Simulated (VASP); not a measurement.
# Hf2C (R-3m) in VASP: single point with PBEsol

Aim: the single point of Hf2C with PBEsol.

Everything below comes from runs of VASP 6.6.1. Logs are shortened: lines on timing, memory, paths and dates and some standing lists are left out, and cuts for length are marked.

**1. The cell of the first run**

The structure is trigonal, space group R-3m (No. 166). The conventional cell has a = 3.314 Å, b = 3.314 Å, c = 15.534 Å, α = 90.00°, β = 90.00°, γ = 120.00°. Within 3.4 Å of Hf (site symmetry 3m) lie 3 C at 2.27 Å and 12 Hf at 3.11 to 3.33 Å. C (site symmetry -3m) has 6 Hf at 2.27 Å within 3.0 Å.

**2. Single point, PBEsol (Ti replaced by Hf, lengths x 1.045, strained)**

The input, INCAR:

```
SYSTEM = Hf2C
ALGO     = Normal         ! electronic algorithm
EDIFF    = 1E-6           ! SCF threshold, eV
ENCUT    = 520            ! plane-wave cutoff, eV
GGA      = PS             ! functional
ISIF     = 2              ! what is computed and relaxed
ISMEAR   = 0              ! smearing method
LASPH    = .TRUE.         ! aspherical terms in the spheres
LCHARG   = .FALSE.        ! write CHGCAR
LREAL    = .FALSE.        ! projectors in reciprocal space
LWAVE    = .FALSE.        ! write WAVECAR
NBANDS   = 19             ! bands
NELM     = 60             ! most SCF steps
PREC     = Accurate       ! precision mode
SIGMA    = 0.1            ! smearing width, eV
```

The input, KPOINTS:

```
k-points
0
G
  15 15 15
  0 0 0
```

The input, POSCAR:

```
Hf2C
1.0
    1.6572477965      0.9568124614      5.1779184135
   -1.6572477965      0.9568124614      5.1779184135
    0.0000000000     -1.9136249227      5.1779184135
Hf C
2 1
Direct
    0.2454978300      0.2454978300      0.2454978300
    0.7545021700      0.7545021700      0.7545021700
    0.5000000000      0.5000000000      0.5000000000
```

Potentials or basis: VASP PAW PBE potentials, release 64 (Hf_pv, C).

The run is started by

```console
> cat potpaw_PBE.64/Hf_pv/POTCAR potpaw_PBE.64/C/POTCAR > POTCAR
> mpirun -np 1 vasp_std > vasp.out
```

OUTCAR:

```text
SYSTEM = Hf2C
   EDIFF = 1E-6
   ENCUT = 520
   GGA = PS
   ISIF = 2
   ISMEAR = 0
   LASPH = .TRUE.
   LREAL = .FALSE.
   NELM = 60
   PREC = Accurate

 ion  position               nearest neighbor table
   1  0.245  0.245  0.245-   3 2.27   3 2.27   3 2.27   2 3.11   2 3.11   2 3.11   2 3.33   2 3.33
                             2 3.33
   2  0.755  0.755  0.755-   3 2.27   3 2.27   3 2.27   1 3.11   1 3.11   1 3.11   1 3.33   1 3.33
                             1 3.33
   3  0.500  0.500  0.500-   1 2.27   2 2.27   1 2.27   1 2.27   2 2.27   2 2.27

  LATTYP: Found a trigonal (rhomboedric) cell.
 ALAT       =     5.5202173365
 COS(alpha) =     0.8197428324

  Lattice vectors:

 A1 = (   1.6572477965,   0.9568124614,   5.1779184135)
 A2 = (  -1.6572477965,   0.9568124614,   5.1779184135)
 A3 = (   0.0000000000,  -1.9136249227,   5.1779184135)

Analysis of symmetry for initial positions (statically):
=====================================================================
 Subroutine PRICEL returns:
 Original cell was already a primitive cell.

 Routine SETGRP: Setting up the symmetry group for a
 trigonal (rhombohedral) supercell.

 Subroutine GETGRP returns: Found 12 space group operations
 (whereof 12 operations were pure point group operations)
 out of a pool of 12 trial point group operations.

The static configuration has the point symmetry D_3d.

Analysis of symmetry for dynamics (positions and initial velocities):
=====================================================================
 Subroutine PRICEL returns:
 Original cell was already a primitive cell.

 Routine SETGRP: Setting up the symmetry group for a
 trigonal (rhombohedral) supercell.

 Subroutine GETGRP returns: Found 12 space group operations
 (whereof 12 operations were pure point group operations)
 out of a pool of 12 trial point group operations.

The dynamic configuration has the point symmetry D_3d.

 Subroutine INISYM returns: Found 12 space group operations
 (whereof 12 operations are pure point group operations),
 and found     1 'primitive' translations

----------------------------------------------------------------------------------------

                                     Primitive cell

  volume of cell :      49.2630

  direct lattice vectors                    reciprocal lattice vectors
     1.657247797  0.956812461  5.177918413     0.301705032  0.174189482  0.064375934
    -1.657247797  0.956812461  5.177918413    -0.301705032  0.174189482  0.064375934
[... 82 lines left out ...]
   LNONCOLLINEAR =      F non collinear calculations
   LSORBIT =      F    spin-orbit coupling
   LASPH  =      T    aspherical Exc in radial PAW
   ENCUT  =  520.0 eV  38.22 Ry    6.18 a.u.  10.26 10.26 10.26*2*pi/ulx,y,z
   NELM   =     60;   NELMIN=  2; NELMDL= -5     # of ELM steps
   EDIFF  = 0.1E-05   stopping-criterion for ELM
   LREAL  =      F    real-space projection
[... 7 lines left out ...]
   TEBEG  =    0.0;   TEEND  =   0.0 temperature during run
   PSTRESS=    0.0 pullay stress
   NELECT =      24.0000    total number of electrons
   NUPDOWN=      -1.0000    fix difference up-down
   EMIN   =  10.00;   EMAX   =-10.00  energy-range for DOS
   EFERMI =   0.00;   METHOD = LEGACY
   ISMEAR =     0;   SIGMA  =   0.10  broadening in eV -4-tet -1-fermi 0-gaus
   EFERMI_NEDOS =   21; number of points for ismear=-14 and -15
   IALGO  =     38    algorithm
   IMIX   =      4    mixing-type and parameters
     AMIX     =   0.40;   BMIX     =  1.00
     AMIX_MAG =   1.60;   BMIX_MAG =  1.00
  volume/ion in A,a.u.               =      16.42       110.81
  Fermi-wavevector in a.u.,A,eV,Ry     =   1.288166  2.434280 22.577105  1.659370
  Thomas-Fermi vector in A             =   2.420136
   LORBIT       =      0    0 simple, 1 ext, 2 COOP (PROOUT), +10 PAW based schemes
   GGA     = PS    functional components
   LHFCALC =     F    Hartree Fock is set to
   AEXX    =    0.0000 exact exchange contribution
   IVDW    =     0    specifies the selected vdW correction
   LEPSILON=     F    determine dielectric tensor
   LRPA    =     F    only Hartree local field effects (RPA)
 non-spin polarized calculation
 Gauss-broadening in eV      SIGMA  =   0.10
  energy-cutoff  :      520.00
  volume of cell :       49.26
 maximum number of plane-waves:      1339
 NGX is ok and might be reduce to    42
   NGX = 21   NGY = 21   NGZ = 21

 number of electron      24.0000001 magnetization

 Free energy of the ion-electron system (eV)
  ---------------------------------------------------
  ext. energy  EPLUGINS =         0.00000000
  ---------------------------------------------------
  free energy    TOTEN  =       -32.78051862 eV

  energy without entropy =      -32.77126790  energy(sigma->0) =      -32.77589326

 E-fermi :   5.1004     XC(G=0): -11.7011

 val. band max:        5.0965811039   @ k =   0.4667   0.2667   0.1333
 cond. band min:       5.1044887165   @ k =  -0.4667   0.1333   0.0667
 fundamental gap:      0.0079076126
 Fermi energy:         5.1004021579

 k-point     1 :       0.0000    0.0000    0.0000
  band No.  band energies     occupation
      1     -25.5983      2.00000
      2     -24.9514      2.00000
      3     -24.9514      2.00000
      4     -24.8441      2.00000
      5     -24.8441      2.00000
      6     -24.8360      2.00000
[... 505 lines left out ...]
      6     -24.8540      2.00000
[... 11 lines left out ...]
     18      10.5629      0.00000
     19      11.2080      0.00000

 [... further k-points ...]

------------------------ aborting loop because EDIFF is reached ----------------------------------------

  FORCE on cell =-STRESS in cart. coord.  units (eV):
  Direction    XX          YY          ZZ          XY          YZ          ZX
  --------------------------------------------------------------------------------------
  -------------------------------------------------------------------------------------
  Total       -2.0641987     -2.0641987     -0.6143361     -0.0000000     -0.0000000      0.0000000
  in kB      -67.1338191    -67.1338191    -19.9800190     -0.0000000     -0.0000000      0.0000000
  external PRESSURE =     -51.4158858 kB  Pullay stress =       0.0000000 kB

 VOLUME and BASIS-vectors are now :
 -----------------------------------------------------------------------------
  energy-cutoff  :      520.00
  volume of cell :       49.26
      direct lattice vectors                 reciprocal lattice vectors
     1.657247797  0.956812461  5.177918413     0.301705032  0.174189482  0.064375934
    -1.657247797  0.956812461  5.177918413    -0.301705032  0.174189482  0.064375934
     0.000000000 -1.913624923  5.177918413     0.000000000 -0.348378963  0.064375934

 POSITION                                       TOTAL-FORCE (eV/Angst)
 -----------------------------------------------------------------------------------
      0.00000      0.00000      3.81350        -0.000000     -0.000000     -0.147458
      0.00000      0.00000     11.72025        -0.000000      0.000000      0.147458
      0.00000      0.00000      7.76688         0.000000     -0.000000     -0.000000
 -----------------------------------------------------------------------------------
    total drift:                               -0.000000      0.000000     -0.000000

  FREE ENERGIE OF THE ION-ELECTRON SYSTEM (eV)
  ---------------------------------------------------
  free  energy   TOTEN  =       -32.7805186243 eV

  energy  without entropy=      -32.7712679028  energy(sigma->0) =      -32.77589326
```

stdout:

```text
POSCAR found type information on POSCAR HfC
 POSCAR found :  2 types and       3 ions
 scaLAPACK will be used
 -----------------------------------------------------------------------------
|                                                                             |
|                                                                             |
|     You enforced a specific xc type in the INCAR file but a different       |
|     I HOPE YOU KNOW WHAT YOU ARE DOING!                                     |
|                                                                             |
 -----------------------------------------------------------------------------

 LDA part: xc-table for (Slater+PW92), standard interpolation
 POSCAR, INCAR and KPOINTS ok, starting setup
 FFT: planning ... GRIDC
 FFT: planning ... GRID_SOFT
 FFT: planning ... GRID
 WAVECAR not read
 entering main loop
```

Run time: 5.8 min. Hardware: 1 thread of Intel Xeon 6975P-C (Granite Rapids), shared host; peak memory 0.47 GiB.

Results:

```
Free energy            : -32.7805 eV
Pressure               : -5.1 GPa
Largest force          : 0.147 eV/Å
Band gap on the k mesh : zero (bands 12 and 13 overlap by 1.43 eV)
```

Forces on the atoms (eV/Å):
```
Hf   0.000  0.000 -0.147
Hf   0.000  0.000  0.147
C    0.000  0.000  0.000
```

Stress tensor (GPa, compression positive):
```
-6.71  0.00  0.00
 0.00 -6.71  0.00
 0.00  0.00 -2.00
```

Caveat: the cell differs from its parent crystal (Ti replaced by Hf, lengths x 1.045, strained); the cell stands under tension; the PAW data sets were made with another functional, which shifts forces and pressure a little; spin-orbit coupling is left out, which moves the levels of the heavy elements.
